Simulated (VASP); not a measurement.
# LiF (Imm2) in VASP: further runs

The runs below take LiF through single point, with PBE.

Everything below comes from runs of VASP 6.6.1. Logs are shortened: lines on timing, memory, paths and dates and some standing lists are left out, and cuts for length are marked.

## (1) The cell of the first run

Symmetry: Imm2, No. 44, orthorhombic system. Conventional cell: a = 2.848 Å, b = 4.028 Å, c = 2.848 Å, α = 90.00°, β = 90.00°, γ = 90.00°. Li (site symmetry mm2) has 6 F at 1.94 to 2.09 Å within 2.6 Å. F (site symmetry mm2) has 6 Li at 1.94 to 2.09 Å within 2.6 Å.

## (2) Single point, PBE

Input file INCAR:

```
PREC     = Accurate       # precision mode
ENCUT    = 520            # plane-wave cutoff, eV
EDIFF    = 1E-7           # SCF threshold, eV
ISMEAR   = 0              # smearing method
SIGMA    = 0.05           # smearing width, eV
LREAL    = F              # projectors in reciprocal space
LASPH    = T              # aspherical terms in the spheres
NELM     = 100            # most SCF steps
ALGO     = Normal         # electronic algorithm
ISIF     = 2              # what is computed and relaxed
LWAVE    = F              # write WAVECAR
LCHARG   = T              # write CHGCAR
GGA      = PE             # functional
LELF     = T              # ELF
LVHAR    = T            
NBANDS   = 12             # bands
```

Input file KPOINTS:

```
Automatic mesh
0
Gamma
  10 10 10
```

Input file POSCAR:

```
LiF
1.0
    0.0000000000      2.0140000000      2.0140000000
    2.0140000000      0.0000000000      2.0140000000
    2.0140000000      2.0140000000      0.0000000000
Li F
1 1
Direct
    0.0351095721      0.0000000000      0.0000000000
    0.5000000000      0.5000000000      0.5000000000
```

Potentials or basis: VASP PAW PBE potentials, release 64 (Li_sv, F).

Command:

```bash
> cat potpaw_PBE.64/Li_sv/POTCAR potpaw_PBE.64/F/POTCAR > POTCAR
> mpirun -np 1 vasp_std > vasp.out
```

OUTCAR:

```text
PREC = Accurate
   ENCUT = 520
   EDIFF = 1E-7
   ISMEAR = 0
   LREAL = F
   LASPH = T
   NELM = 100
   ISIF = 2
   GGA = PE

 ion  position               nearest neighbor table
   1  0.035  0.000  0.000-   2 1.94   2 1.94   2 2.02   2 2.02   2 2.09   2 2.09
   2  0.500  0.500  0.500-   1 1.94   1 1.94   1 2.02   1 2.02   1 2.09   1 2.09

  LATTYP: Found a face centered cubic cell.
 ALAT       =     4.0280000000

  Lattice vectors:

 A1 = (   0.0000000000,   2.0140000000,   2.0140000000)
 A2 = (   2.0140000000,   0.0000000000,   2.0140000000)
 A3 = (   2.0140000000,   2.0140000000,   0.0000000000)

Analysis of symmetry for initial positions (statically):
=====================================================================
 Subroutine PRICEL returns:
 Original cell was already a primitive cell.

 Routine SETGRP: Setting up the symmetry group for a
 face centered cubic supercell.

 Subroutine GETGRP returns: Found  4 space group operations
 (whereof  4 operations were pure point group operations)
 out of a pool of 48 trial point group operations.

The static configuration has the point symmetry C_2v.

Analysis of symmetry for dynamics (positions and initial velocities):
=====================================================================
 Subroutine PRICEL returns:
 Original cell was already a primitive cell.

 Routine SETGRP: Setting up the symmetry group for a
 face centered cubic supercell.

 Subroutine GETGRP returns: Found  4 space group operations
 (whereof  4 operations were pure point group operations)
 out of a pool of 48 trial point group operations.

The dynamic configuration has the point symmetry C_2v.

 Subroutine INISYM returns: Found  4 space group operations
 (whereof  4 operations are pure point group operations),
 and found     1 'primitive' translations

----------------------------------------------------------------------------------------

                                     Primitive cell

  volume of cell :      16.3384

  direct lattice vectors                    reciprocal lattice vectors
     0.000000000  2.014000000  2.014000000    -0.248262165  0.248262165  0.248262165
     2.014000000  0.000000000  2.014000000     0.248262165 -0.248262165  0.248262165
     2.014000000  2.014000000  0.000000000     0.248262165  0.248262165 -0.248262165

  length of vectors
     2.848226115  2.848226115  2.848226115     0.430002683  0.430002683  0.430002683

  position of ions in fractional coordinates (direct lattice)
     0.035109572  0.000000000  0.000000000
     0.500000000  0.500000000  0.500000000

  ion indices of the primitive-cell ions
   primitive index   ion index
                 1           1
                 2           2

----------------------------------------------------------------------------------------

 KPOINTS: Automatic mesh

Automatic generation of k-mesh.
 Grid dimensions read from file:
 generate k-points for:   10   10   10

 Generating k-lattice:

  Cartesian coordinates                     Fractional coordinates (reciprocal lattice)
    -0.024826216  0.024826216  0.024826216     0.100000000  0.000000000  0.000000000
     0.024826216 -0.024826216  0.024826216     0.000000000  0.100000000  0.000000000
     0.024826216  0.024826216 -0.024826216     0.000000000  0.000000000  0.100000000

  Length of vectors
     0.043000268  0.043000268  0.043000268

  Shift w.r.t. Gamma in fractional coordinates (k-lattice)
     0.000000000  0.000000000  0.000000000

 Subroutine IBZKPT returns following result:
 ===========================================

 Found    171 irreducible k-points:

 Following reciprocal coordinates:
            Coordinates               Weight
  0.000000  0.000000  0.000000      1.000000
  0.100000  0.000000  0.000000      4.000000
  0.000000  0.100000  0.000000      4.000000
  0.200000  0.000000  0.000000      4.000000
  0.000000  0.200000  0.000000      4.000000
  0.300000  0.000000  0.000000      4.000000
[... 16 lines left out ...]
  0.000000  0.400000  0.100000      4.000000
  0.100000  0.000000  0.400000      8.000000
 [... further k-points ...]
   k-points           NKPTS =    171   k-points in BZ     NKDIM =    171   number of bands    NBANDS=     12
   number of dos      NEDOS =    301   number of ions     NIONS =      2
   total plane-waves  NPLWV =  13824
   dimension x,y,z NGX =    24 NGY =   24 NGZ =   24
   dimension x,y,z NGXF=    48 NGYF=   48 NGZF=   48
   ions per type =               1   1
   NGX,Y,Z   is equivalent  to a cutoff of  14.01, 14.01, 14.01 a.u.
   NGXF,Y,Z  is equivalent  to a cutoff of  28.02, 28.02, 28.02 a.u.
 SYSTEM =  unknown system
   PREC   = accura    normal or accurate (medium, high low for compatibility)
   ISTART =      0    job   : 0-new  1-cont  2-samecut
   ICHARG =      2    charge: 1-file 2-atom 10-const
   ISPIN  =      1    spin polarized calculation?
   LNONCOLLINEAR =      F non collinear calculations
   LSORBIT =      F    spin-orbit coupling
   LASPH  =      T    aspherical Exc in radial PAW
   ENCUT  =  520.0 eV  38.22 Ry    6.18 a.u.   5.30  5.30  5.30*2*pi/ulx,y,z
   NELM   =    100;   NELMIN=  2; NELMDL= -5     # of ELM steps
   EDIFF  = 0.1E-06   stopping-criterion for ELM
   LREAL  =      F    real-space projection
   EDIFFG = 0.1E-05   stopping-criterion for IOM
   NSW    =      0    number of steps for IOM
   IBRION =     -1    ionic relax: 0-MD 1-quasi-New 2-CG
   NFREE  =      0    steps in history (QN), initial steepest desc. (CG)
   ISIF   =      2    stress and relaxation
   ISYM   =      2    0-nonsym 1-usesym 2-fastsym
   POTIM  = 0.5000    time-step for ionic-motion
   TEBEG  =    0.0;   TEEND  =   0.0 temperature during run
   PSTRESS=    0.0 pullay stress
   NELECT =      10.0000    total number of electrons
   NUPDOWN=      -1.0000    fix difference up-down
   EMIN   =  10.00;   EMAX   =-10.00  energy-range for DOS
   EFERMI =   0.00;   METHOD = LEGACY
   ISMEAR =     0;   SIGMA  =   0.05  broadening in eV -4-tet -1-fermi 0-gaus
   EFERMI_NEDOS =   21; number of points for ismear=-14 and -15
   IALGO  =     38    algorithm
   IMIX   =      4    mixing-type and parameters
     AMIX     =   0.40;   BMIX     =  1.00
     AMIX_MAG =   1.60;   BMIX_MAG =  1.00
  volume/ion in A,a.u.               =       8.17        55.13
  Fermi-wavevector in a.u.,A,eV,Ry     =   1.389970  2.626662 26.286674  1.932016
  Thomas-Fermi vector in A             =   2.513950
   LORBIT       =      0    0 simple, 1 ext, 2 COOP (PROOUT), +10 PAW based schemes
   GGA     = PE    functional components
   LHFCALC =     F    Hartree Fock is set to
   AEXX    =    0.0000 exact exchange contribution
   IVDW    =     0    specifies the selected vdW correction
   LEPSILON=     F    determine dielectric tensor
   LRPA    =     F    only Hartree local field effects (RPA)
 non-spin polarized calculation
 Gauss-broadening in eV      SIGMA  =   0.05
  energy-cutoff  :      520.00
  volume of cell :       16.34
 maximum number of plane-waves:       459
 NGX is ok and might be reduce to    24
   NGX = 11   NGY = 11   NGZ = 11

 number of electron      10.0000000 magnetization

 number of electron       9.9999996 magnetization

 Free energy of the ion-electron system (eV)
  ---------------------------------------------------
  ext. energy  EPLUGINS =         0.00000000
  ---------------------------------------------------
  free energy    TOTEN  =        -9.62909074 eV

  energy without entropy =       -9.62909074  energy(sigma->0) =       -9.62909074

 E-fermi :  -0.6160     XC(G=0):  -9.9780

 val. band max:       -1.0186790900   @ k =   0.0000   0.0000   0.0000
 cond. band min:       8.0527457589   @ k =   0.0000   0.0000   0.0000
 fundamental gap:      9.0714248489
 Fermi energy:        -0.6159893562

 k-point     1 :       0.0000    0.0000    0.0000
  band No.  band energies     occupation
      1     -41.9307      2.00000
      2     -20.9968      2.00000
      3      -1.0380      2.00000
      4      -1.0197      2.00000
      5      -1.0187      2.00000
      6       8.0527      0.00000
      7      22.4721      0.00000
      8      22.5036      0.00000
      9      22.9741      0.00000
     10      23.3038      0.00000
     11      23.8241      0.00000
     12      23.8366      0.00000

 k-point     2 :       0.1000    0.0000    0.0000
  band No.  band energies     occupation
      1     -41.9250      2.00000
      2     -20.9572      2.00000
      3      -1.3082      2.00000
      4      -1.0611      2.00000
      5      -1.0419      2.00000
      6       8.3478      0.00000
      7      20.2162      0.00000
      8      21.6124      0.00000
      9      21.7172      0.00000
     10      24.2697      0.00000
     11      24.3506      0.00000
     12      24.6873      0.00000

 k-point     3 :       0.0000    0.1000    0.0000
  band No.  band energies     occupation
      1     -41.9249      2.00000
      2     -20.9576      2.00000
      3      -1.3201      2.00000
      4      -1.0490      2.00000
      5      -1.0404      2.00000
      6       8.3452      0.00000
      7      20.2407      0.00000
      8      21.6392      0.00000
      9      21.7103      0.00000
     10      24.0582      0.00000
     11      24.4191      0.00000
     12      24.7921      0.00000

 k-point     4 :       0.2000    0.0000    0.0000
  band No.  band energies     occupation
      1     -41.9103      2.00000
      2     -20.8529      2.00000
      3      -1.9992      2.00000
      4      -1.1202      2.00000
      5      -1.1017      2.00000
      6       9.0038      0.00000
      7      17.7888      0.00000
      8      20.1851      0.00000
      9      20.2297      0.00000
     10      25.3127      0.00000
     11      25.6944      0.00000
     12      25.8470      0.00000

 k-point     5 :       0.0000    0.2000    0.0000
  band No.  band energies     occupation
      1     -41.9102      2.00000
      2     -20.8545      2.00000
      3      -2.0049      2.00000
      4      -1.1090      2.00000
      5      -1.1019      2.00000
      6       8.9961      0.00000
      7      17.8031      0.00000
      8      20.2121      0.00000
      9      20.2578      0.00000
     10      25.1423      0.00000
     11      25.6844      0.00000
     12      25.9389      0.00000
[... 228 lines left out ...]
      1     -41.8948      2.00000
      2     -20.7310      2.00000
      3      -2.5489      2.00000
      4      -1.3256      2.00000
      5      -1.2518      2.00000
      6       9.7467      0.00000
      7      16.5212      0.00000
      8      19.1117      0.00000
      9      19.2853      0.00000
     10      23.9053      0.00000
     11      28.4139      0.00000
     12      28.6823      0.00000

 k-point    22 :       0.4000    0.1000    0.0000
  band No.  band energies     occupation
      1     -41.8791      2.00000
      2     -20.6075      2.00000
      3      -3.1640      2.00000
      4      -1.3935      2.00000
      5      -1.3510      2.00000
      6      10.1200      0.00000
      7      15.6576      0.00000
      8      18.1821      0.00000
      9      18.6110      0.00000
     10      25.6877      0.00000
     11      29.7711      0.00000
     12      29.9746      0.00000

 k-point    23 :       0.0000    0.4000    0.1000
  band No.  band energies     occupation
      1     -41.8788      2.00000
      2     -20.6105      2.00000
      3      -3.1630      2.00000
      4      -1.3924      2.00000
      5      -1.3475      2.00000
      6      10.1189      0.00000
      7      15.6710      0.00000
      8      18.0083      0.00000
      9      18.8391      0.00000
     10      25.6245      0.00000
     11      29.7900      0.00000
     12      29.9182      0.00000

 k-point    24 :       0.1000    0.0000    0.4000
  band No.  band energies     occupation
      1     -41.8787      2.00000
      2     -20.6115      2.00000
      3      -3.1601      2.00000
      4      -1.3862      2.00000
      5      -1.3537      2.00000
      6      10.1221      0.00000
      7      15.6159      0.00000
      8      18.2372      0.00000
      9      18.6553      0.00000
     10      25.6833      0.00000
     11      29.6624      0.00000
     12      29.9308      0.00000

 [... further k-points ...]
[... 5 lines left out ...]
  --------------------------------------------------------------------------------------
  -------------------------------------------------------------------------------------
  Total        0.1582615      0.2359900      0.2359900      0.0000000     -0.0090793      0.0000000
  in kB       15.5194914     23.1417312     23.1417312      0.0000000     -0.8903399      0.0000000
  external PRESSURE =      20.6009846 kB  Pullay stress =       0.0000000 kB

 VOLUME and BASIS-vectors are now :
 -----------------------------------------------------------------------------
  energy-cutoff  :      520.00
  volume of cell :       16.34
      direct lattice vectors                 reciprocal lattice vectors
     0.000000000  2.014000000  2.014000000    -0.248262165  0.248262165  0.248262165
     2.014000000  0.000000000  2.014000000     0.248262165 -0.248262165  0.248262165
     2.014000000  2.014000000  0.000000000     0.248262165  0.248262165 -0.248262165

 POSITION                                       TOTAL-FORCE (eV/Angst)
 -----------------------------------------------------------------------------------
      0.00000      0.07071      0.07071         0.000000     -0.121347     -0.121347
      2.01400      2.01400      2.01400        -0.000000      0.121347      0.121347
 -----------------------------------------------------------------------------------
    total drift:                                0.000002     -0.000116     -0.000116

  FREE ENERGIE OF THE ION-ELECTRON SYSTEM (eV)
  ---------------------------------------------------
  free  energy   TOTEN  =        -9.6290907375 eV

  energy  without entropy=       -9.6290907375  energy(sigma->0) =       -9.62909074
```

It took 10 s on 1 thread of Intel Xeon 6975P-C (Granite Rapids), shared host; peak memory 0.15 GiB.

What came out:

```yaml
Free_energy: -9.6291 eV
Largest_force: 0.172 eV/Å
Band_gap_on_the_k_mesh: 9.07 eV, direct
```

Forces in eV/Å, atoms in the order of the input:
```
Li   0.000 -0.121 -0.121
F    0.000  0.121  0.121
```

Caveat: the cell differs from its parent crystal (all Li atoms moved -0.100 Å, as atom 1 towards its neighbour atom 1 (Li) at 2.848 Å); the cutoff is under 1.25 times the usual one of these potentials, so pressure, stress and relaxed cells hold a basis-set (Pulay) error.

## (3) Single point, PBE

Input file INCAR:

```
ALGO = Normal ; EDIFF = 1E-7
ENCUT = 520 ; GGA = PE
ISIF = 2 ; ISMEAR = 0
LASPH = True ; LCHARG = False
LREAL = False ; LWAVE = False
NBANDS = 12 ; NELM = 80
PREC = Accurate ; SIGMA = 0.05
```

Input file KPOINTS:

```
k-points
0
Gamma
  10 10 10
```

Changes to POSCAR since step 2:

```diff
@@ -8,3 +8,3 @@
 Direct
-    0.0351095721      0.0000000000      0.0000000000
+   -0.0263321790      0.0000000000      0.0000000000
     0.5000000000      0.5000000000      0.5000000000
```

Potentials or basis: VASP PAW PBE potentials, release 64 (Li_sv, F).

Command:

```bash
> cat potpaw_PBE.64/Li_sv/POTCAR potpaw_PBE.64/F/POTCAR > POTCAR
> mpirun -np 1 vasp_std > vasp.out
```

OUTCAR:

```text
EDIFF = 1E-7
   ENCUT = 520
   GGA = PE
   ISIF = 2
   ISMEAR = 0
   LASPH = True
   LREAL = False
   NELM = 80
   PREC = Accurate

 ion  position               nearest neighbor table
   1  0.974  0.000  0.000-   2 1.96   2 1.96   2 2.02   2 2.02   2 2.07   2 2.07
   2  0.500  0.500  0.500-   1 1.96   1 1.96   1 2.02   1 2.02   1 2.07   1 2.07

  LATTYP: Found a face centered cubic cell.
 ALAT       =     4.0280000000

  Lattice vectors:

 A1 = (   0.0000000000,   2.0140000000,   2.0140000000)
 A2 = (   2.0140000000,   0.0000000000,   2.0140000000)
[... 541 lines left out ...]
      9      18.5785      0.00000
     10      25.6822      0.00000
     11      29.7146      0.00000
     12      29.9424      0.00000

 [... further k-points ...]
[... 5 lines left out ...]
  --------------------------------------------------------------------------------------
  -------------------------------------------------------------------------------------
  Total        0.1648955      0.2086376      0.2086376      0.0000000     -0.0049537      0.0000000
  in kB       16.1700389     20.4594867     20.4594867      0.0000000     -0.4857734      0.0000000
  external PRESSURE =      19.0296708 kB  Pullay stress =       0.0000000 kB

 VOLUME and BASIS-vectors are now :
 -----------------------------------------------------------------------------
  energy-cutoff  :      520.00
  volume of cell :       16.34
      direct lattice vectors                 reciprocal lattice vectors
     0.000000000  2.014000000  2.014000000    -0.248262165  0.248262165  0.248262165
     2.014000000  0.000000000  2.014000000     0.248262165 -0.248262165  0.248262165
     2.014000000  2.014000000  0.000000000     0.248262165  0.248262165 -0.248262165

 POSITION                                       TOTAL-FORCE (eV/Angst)
 -----------------------------------------------------------------------------------
      0.00000      1.96097      1.96097        -0.000000      0.089754      0.089754
      2.01400      2.01400      2.01400         0.000000     -0.089754     -0.089754
 -----------------------------------------------------------------------------------
    total drift:                                0.000000     -0.000207     -0.000207

  FREE ENERGIE OF THE ION-ELECTRON SYSTEM (eV)
  ---------------------------------------------------
  free  energy   TOTEN  =        -9.6328179510 eV

  energy  without entropy=       -9.6328179510  energy(sigma->0) =       -9.63281795
```

stdout:

```text
POSCAR found type information on POSCAR LiF
 POSCAR found :  2 types and       2 ions
 scaLAPACK will be used
 LDA part: xc-table for (Slater+PW92), standard interpolation
 POSCAR, INCAR and KPOINTS ok, starting setup
 FFT: planning ... GRIDC
 FFT: planning ... GRID_SOFT
 FFT: planning ... GRID
 WAVECAR not read
 entering main loop
```

Run time: 10 s. Hardware: 1 thread of Intel Xeon 6975P-C (Granite Rapids), shared host; peak memory 0.15 GiB.

Results:

- Free energy: -9.6328 eV
- Largest force: 0.127 eV/Å
- Band gap on the k mesh: 9.08 eV, direct

Forces in eV/Å, atoms in the order of the input:
```
Li   0.000  0.090  0.090
F    0.000 -0.090 -0.090
```

Levels at points of the mesh, in eV from the valence-band top:
| k point | band 1 | band 2 | band 3 | band 4 | band 5 | band 6 | band 7 | band 8 | band 9 | band 10 |
| --- | --- | --- | --- | --- | --- | --- | --- | --- | --- | --- |
| (0.00, 0.00, 0.00) | -40.92 | -19.98 | -0.01 | 0.00 | 0.00 | 9.08 | 23.64 | 23.66 | 23.98 | 24.32 |
| (0.50, 0.00, 0.00) | -40.86 | -19.54 | -2.52 | -0.24 | -0.23 | 10.78 | 16.71 | 18.91 | 18.92 | 30.35 |
| (0.00, 0.50, 0.00) | -40.86 | -19.54 | -2.52 | -0.23 | -0.23 | 10.78 | 16.68 | 18.92 | 18.99 | 30.32 |
| (0.50, 0.50, 0.00) | -40.84 | -19.28 | -3.00 | -1.00 | -1.00 | 14.78 | 16.44 | 17.41 | 20.27 | 20.35 |
| (0.00, 0.50, 0.50) | -40.84 | -19.28 | -3.01 | -1.01 | -0.99 | 14.81 | 16.41 | 17.33 | 20.26 | 20.49 |

Caveat: the cell differs from its parent crystal (all Li atoms moved +0.075 Å, as atom 1 towards its neighbour atom 1 (Li) at 2.848 Å); the cutoff is under 1.25 times the usual one of these potentials, so pressure, stress and relaxed cells hold a basis-set (Pulay) error.
